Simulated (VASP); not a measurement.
# Na3LaO3 (I4mm) in VASP: further runs

Runs on Na3LaO3. Level: PBE. Tasks: relaxation of cell and atoms, single point.

All numbers are computed with VASP 6.6.1; they aren't measurements. Logs are shortened: lines on timing, memory, paths and dates and some standing lists are left out, and cuts for length are marked.

## 1. The cell of the first run

Symmetry: I4mm, No. 107, tetragonal system. The conventional cell has a = 4.983 Å, b = 4.983 Å, c = 10.172 Å, α = 90.00°, β = 90.00°, γ = 90.00°. Na (site symmetry 2mm) has 1 O at 1.92 Å and 2 La at 2.49 Å and 2 Na at 2.56 Å within 2.6 Å. Within 2.9 Å of Na (site symmetry 4mm) lie 5 O at 2.12 to 2.83 Å and 4 Na at 2.56 Å. Within 3.3 Å of La (site symmetry 4mm) lie 4 Na at 2.49 Å and 4 O at 3.12 Å. O (site symmetry 2mm) has 1 Na at 1.92 Å within 2.5 Å. O (site symmetry 4mm) has 1 Na at 2.12 Å within 2.8 Å.

The cell was built from a structure type or drawn by symmetry, and may not be a known phase.

## 2. Relaxation of cell and atoms, PBE

Contents of INCAR:

```
SYSTEM = Na3LaO3
PREC = Accurate
ENCUT = 600
EDIFF = 1E-6
ISMEAR = 0
SIGMA = 0.15
LREAL = .False.
LASPH = .True.
NELM = 60
ALGO = Normal
ISIF = 3
LWAVE = .False.
LCHARG = .False.
GGA = PE
IBRION = 2
NSW = 36
EDIFFG = -0.08
```

Contents of KPOINTS:

```
Automatic mesh
0
Gamma
  3 3 3
  0 0 0
```

Contents of POSCAR:

```
Na3LaO3
1.0
   -2.4916259800      2.4916259800      5.0860027300
    2.4916259800     -2.4916259800      5.0860027300
    2.4916259800      2.4916259800     -5.0860027300
Na La O
3 1 3
Direct
    0.0741443400      0.5741443400      0.5000000000
    0.5741443400      0.0741443400      0.5000000000
    0.0177664800      0.0177664800      0.0000000000
    0.5704275000      0.5704275000      0.0000000000
    0.3857598500      0.8857598500      0.5000000000
    0.8857598500      0.3857598500      0.5000000000
    0.2260451400      0.2260451400      0.0000000000
```

Potentials or basis: VASP PAW PBE potentials, release 64 (Na_pv, La, O).

Command:

```bash
cat potpaw_PBE.64/Na_pv/POTCAR potpaw_PBE.64/La/POTCAR potpaw_PBE.64/O/POTCAR > POTCAR
mpirun -np 1 vasp_std > vasp.out
```

OUTCAR:

```text
SYSTEM = Na3LaO3
   PREC = Accurate
   ENCUT = 600
   EDIFF = 1E-6
   ISMEAR = 0
   LREAL = .False.
   LASPH = .True.
   NELM = 60
   ISIF = 3
   GGA = PE
   IBRION = 2
   NSW = 36
   EDIFFG = -0.08

 ion  position               nearest neighbor table
   1  0.074  0.574  0.500-   6 1.92   4 2.49   4 2.49   3 2.56   3 2.56
   2  0.574  0.074  0.500-   5 1.92   4 2.49   4 2.49   3 2.56   3 2.56
   3  0.018  0.018  0.000-   7 2.12   1 2.56   2 2.56   1 2.56   2 2.56
   4  0.570  0.570  0.000-   1 2.49   2 2.49   1 2.49   2 2.49
   5  0.386  0.886  0.500-   2 1.92
   6  0.886  0.386  0.500-   1 1.92
   7  0.226  0.226  0.000-   3 2.12

  LATTYP: Found a body centered tetragonal cell.
 ALAT       =     4.9832519600
 C/A-ratio  =     2.0412384406

  Lattice vectors:

 A1 = (  -2.4916259800,   2.4916259800,   5.0860027300)
 A2 = (   2.4916259800,  -2.4916259800,   5.0860027300)
 A3 = (   2.4916259800,   2.4916259800,  -5.0860027300)

Analysis of symmetry for initial positions (statically):
=====================================================================
 Subroutine PRICEL returns:
 Original cell was already a primitive cell.

 Routine SETGRP: Setting up the symmetry group for a
 body centered tetragonal supercell.

 Subroutine GETGRP returns: Found  8 space group operations
 (whereof  8 operations were pure point group operations)
 out of a pool of 16 trial point group operations.

The static configuration has the point symmetry C_4v.

Analysis of symmetry for dynamics (positions and initial velocities):
=====================================================================
 Subroutine PRICEL returns:
 Original cell was already a primitive cell.

 Routine SETGRP: Setting up the symmetry group for a
 body centered tetragonal supercell.

 Subroutine GETGRP returns: Found  8 space group operations
 (whereof  8 operations were pure point group operations)
 out of a pool of 16 trial point group operations.

The dynamic configuration has the point symmetry C_4v.

 Subroutine INISYM returns: Found  8 space group operations
 (whereof  8 operations are pure point group operations),
 and found     1 'primitive' translations

----------------------------------------------------------------------------------------

                                     Primitive cell

  volume of cell :     126.2997

  direct lattice vectors                    reciprocal lattice vectors
    -2.491625980  2.491625980  5.086002730     0.000000000  0.200672173  0.098309031
     2.491625980 -2.491625980  5.086002730     0.200672173  0.000000000  0.098309031
     2.491625980  2.491625980 -5.086002730     0.200672173  0.200672173  0.000000000

  length of vectors
     6.187392328  6.187392328  6.187392328     0.223459139  0.223459139  0.283793309

  position of ions in fractional coordinates (direct lattice)
     0.074144340  0.574144340  0.500000000
     0.574144340  0.074144340  0.500000000
     0.017766480  0.017766480  0.000000000
     0.570427500  0.570427500  0.000000000
     0.385759850  0.885759850  0.500000000
     0.885759850  0.385759850  0.500000000
     0.226045140  0.226045140  0.000000000

  ion indices of the primitive-cell ions
   primitive index   ion index
                 1           1
                 2           2
                 3           3
                 4           4
                 5           5
                 6           6
                 7           7

----------------------------------------------------------------------------------------

 KPOINTS: Automatic mesh

Automatic generation of k-mesh.
 Grid dimensions read from file:
 generate k-points for:    3    3    3

 Generating k-lattice:

  Cartesian coordinates                     Fractional coordinates (reciprocal lattice)
     0.000000000  0.066890724  0.032769677     0.333333333  0.000000000  0.000000000
     0.066890724  0.000000000  0.032769677     0.000000000  0.333333333  0.000000000
     0.066890724  0.066890724  0.000000000     0.000000000  0.000000000  0.333333333

  Length of vectors
     0.074486380  0.074486380  0.094597770

  Shift w.r.t. Gamma in fractional coordinates (k-lattice)
     0.000000000  0.000000000  0.000000000

 Subroutine IBZKPT returns following result:
 ===========================================

 Found      6 irreducible k-points:

 Following reciprocal coordinates:
            Coordinates               Weight
  0.000000  0.000000  0.000000      1.000000
  0.333333  0.000000  0.000000      8.000000
  0.333333  0.333333  0.000000      8.000000
 -0.333333  0.333333  0.000000      4.000000
 -0.333333  0.333333  0.333333      4.000000
 -0.333333 -0.333333  0.333333      2.000000
   k-points           NKPTS =      6   k-points in BZ     NKDIM =      6   number of bands    NBANDS=     30
   number of dos      NEDOS =    301   number of ions     NIONS =      7
   total plane-waves  NPLWV = 125000
   dimension x,y,z NGX =    50 NGY =   50 NGZ =   50
   dimension x,y,z NGXF=   100 NGYF=  100 NGZF=  100
   ions per type =               3   1   3
   NGX,Y,Z   is equivalent  to a cutoff of  13.43, 13.43, 13.43 a.u.
   NGXF,Y,Z  is equivalent  to a cutoff of  26.87, 26.87, 26.87 a.u.
 SYSTEM =  Na3LaO3
   PREC   = accura    normal or accurate (medium, high low for compatibility)
   ISTART =      0    job   : 0-new  1-cont  2-samecut
   ICHARG =      2    charge: 1-file 2-atom 10-const
   ISPIN  =      1    spin polarized calculation?
   LNONCOLLINEAR =      F non collinear calculations
   LSORBIT =      F    spin-orbit coupling
   LASPH  =      T    aspherical Exc in radial PAW
   ENCUT  =  600.0 eV  44.10 Ry    6.64 a.u.  12.36 12.36 12.36*2*pi/ulx,y,z
   NELM   =     60;   NELMIN=  2; NELMDL= -5     # of ELM steps
   EDIFF  = 0.1E-05   stopping-criterion for ELM
   LREAL  =      F    real-space projection
   EDIFFG = -.8E-01   stopping-criterion for IOM
   NSW    =     36    number of steps for IOM
   IBRION =      2    ionic relax: 0-MD 1-quasi-New 2-CG
   NFREE  =      1    steps in history (QN), initial steepest desc. (CG)
   ISIF   =      3    stress and relaxation
   ISYM   =      2    0-nonsym 1-usesym 2-fastsym
   POTIM  = 0.5000    time-step for ionic-motion
   TEBEG  =    0.0;   TEEND  =   0.0 temperature during run
   PSTRESS=    0.0 pullay stress
   NELECT =      50.0000    total number of electrons
   NUPDOWN=      -1.0000    fix difference up-down
   EMIN   =  10.00;   EMAX   =-10.00  energy-range for DOS
   EFERMI =   0.00;   METHOD = LEGACY
   ISMEAR =     0;   SIGMA  =   0.15  broadening in eV -4-tet -1-fermi 0-gaus
   EFERMI_NEDOS =   21; number of points for ismear=-14 and -15
   IALGO  =     38    algorithm
   IMIX   =      4    mixing-type and parameters
     AMIX     =   0.40;   BMIX     =  1.00
     AMIX_MAG =   1.60;   BMIX_MAG =  1.00
  volume/ion in A,a.u.               =      18.04       121.76
  Fermi-wavevector in a.u.,A,eV,Ry     =   1.202073  2.271588 19.660130  1.444979
  Thomas-Fermi vector in A             =   2.337864
   LORBIT       =      0    0 simple, 1 ext, 2 COOP (PROOUT), +10 PAW based schemes
   GGA     = PE    functional components
   LHFCALC =     F    Hartree Fock is set to
   AEXX    =    0.0000 exact exchange contribution
   IVDW    =     0    specifies the selected vdW correction
   LEPSILON=     F    determine dielectric tensor
   LRPA    =     F    only Hartree local field effects (RPA)
 conjugate gradient relaxation of ions
 non-spin polarized calculation
 Gauss-broadening in eV      SIGMA  =   0.15
  energy-cutoff  :      600.00
  volume of cell :      126.30
 maximum number of plane-waves:      4241
 NGX is ok and might be reduce to    50
   NGX = 25   NGY = 25   NGZ = 25

--------------------------------------- Ionic step        1  -------------------------------------------

 number of electron      50.0000006 magnetization

 Free energy of the ion-electron system (eV)
  ---------------------------------------------------
  ext. energy  EPLUGINS =         0.00000000
  ---------------------------------------------------
  free energy    TOTEN  =       -19.82768590 eV

  energy without entropy =      -19.82385305  energy(sigma->0) =      -19.82576947

------------------------ aborting loop because EDIFF is reached ----------------------------------------

  FORCE on cell =-STRESS in cart. coord.  units (eV):
  Direction    XX          YY          ZZ          XY          YZ          ZX
  --------------------------------------------------------------------------------------
  -------------------------------------------------------------------------------------
  Total       12.8074840     12.8074840    -11.9126171      0.0000000      0.0000000     -0.0000000
  in kB      162.4696037    162.4696037   -151.1177514      0.0000000      0.0000000     -0.0000000
  external PRESSURE =      57.9404854 kB  Pullay stress =       0.0000000 kB
[... 104 lines left out ...]
  FREE ENERGIE OF THE ION-ELECTRON SYSTEM (eV)
  ---------------------------------------------------
  free  energy   TOTEN  =       -27.7099894887 eV

  energy  without entropy=      -27.7097641788  energy(sigma->0) =      -27.70987683

 E-fermi :   2.1789     XC(G=0):  -8.3831

 val. band max:        1.8359285950   @ k =   0.0000   0.0000   0.0000
 cond. band min:       2.4571931188   @ k =   0.0000   0.0000   0.0000
 fundamental gap:      0.6212645237
 Fermi energy:         2.1788903673

 k-point     1 :       0.0000    0.0000    0.0000
  band No.  band energies     occupation
      1     -28.0780      2.00000
      2     -21.3961      2.00000
      3     -21.3961      2.00000
      4     -21.2213      2.00000
      5     -21.2097      2.00000
      6     -21.1413      2.00000
[... 187 lines left out ...]
     29       6.3814      0.00000
     30       6.7253      0.00000

[... ionic steps 4 to 26 ...]

--------------------------------------- Ionic step       27  -------------------------------------------

 number of electron      50.0000003 magnetization

------------------------ aborting loop because EDIFF is reached ----------------------------------------

  FORCE on cell =-STRESS in cart. coord.  units (eV):
  Direction    XX          YY          ZZ          XY          YZ          ZX
  --------------------------------------------------------------------------------------
  -------------------------------------------------------------------------------------
  Total       -0.1420293     -0.1420293     -0.2285909      0.0000000     -0.0000000      0.0000000
  in kB       -1.8285480     -1.8285480     -2.9429792      0.0000000     -0.0000000      0.0000000
  external PRESSURE =      -2.2000251 kB  Pullay stress =       0.0000000 kB
[... 67 lines left out ...]
  energy  without entropy=      -37.7177923341  energy(sigma->0) =      -37.71779239

--------------------------------------- Ionic step       29  -------------------------------------------

 number of electron      50.0000013 magnetization

 Free energy of the ion-electron system (eV)
  ---------------------------------------------------
  ext. energy  EPLUGINS =         0.00000000
  ---------------------------------------------------
  free energy    TOTEN  =       -37.72088842 eV

  energy without entropy =      -37.72088834  energy(sigma->0) =      -37.72088838

 E-fermi :   2.5511     XC(G=0):  -8.5776

 val. band max:        2.0241222936   @ k =   0.0000   0.0000   0.0000
 cond. band min:       3.0577820252   @ k =   0.0000   0.0000   0.0000
 fundamental gap:      1.0336597316
 Fermi energy:         2.5511188300

 k-point     1 :       0.0000    0.0000    0.0000
  band No.  band energies     occupation
      1     -27.6044      2.00000
      2     -20.9741      2.00000
      3     -20.9741      2.00000
      4     -20.8101      2.00000
      5     -20.7940      2.00000
      6     -20.7387      2.00000
[... 221 lines left out ...]
  FREE ENERGIE OF THE ION-ELECTRON SYSTEM (eV)
  ---------------------------------------------------
  free  energy   TOTEN  =       -37.7208884161 eV

  energy  without entropy=      -37.7208883443  energy(sigma->0) =      -37.72088838

 reached required accuracy - stopping structural energy minimisation
```

Wall time 27 min (1 thread of Intel Xeon Platinum 8375C at 2.90GHz (Ice Lake), shared host); peak memory 0.41 GiB.

Results:

| Item | Value |
| --- | --- |
| Free energy | -37.7209 eV |
| Relaxed volume | 17.76 Å³/atom |
| Relaxed cell | a = 6.550 Å, b = 6.550 Å, c = 6.550 Å, α = 138.02°, β = 138.02°, γ = 60.87° |
| Space group after relaxing (to 0.1 Å) | I4mm (No. 107) |
| Pressure after relaxing | -0.2 GPa |
| Largest force after relaxing | 0.071 eV/Å |
| Band gap on the k mesh | 1.03 eV |

Forces in eV/Å, atoms in the order of the input:
```
Na   0.000  0.000 -0.071
Na   0.000  0.000 -0.071
Na   0.000  0.000  0.068
La   0.000  0.000 -0.005
O    0.000  0.000  0.037
O    0.000  0.000  0.037
O    0.000  0.000  0.004
```

Final structure:
```
Na La O
1.0
    -2.34602    2.34602    5.64711
     2.34602   -2.34602    5.64711
     2.34602    2.34602   -5.64711
Na La O
3 1 3
Direct
  0.15038 0.65038 0.50000
  0.65038 0.15038 0.50000
  0.96920 0.96920 0.00000
  0.39129 0.39129 0.00000
  0.44227 0.94227 0.50000
  0.94227 0.44227 0.50000
  0.18826 0.18826 0.00000
```

Caveat: the k points lie up to 0.48 Å⁻¹ apart in the final cell; spin-orbit coupling is left out, which moves the levels of the heavy elements; the relaxation stopped at a loose force limit of 0.08 eV/Å, so its end isn't a converged minimum.

[end of part 1 of 2]
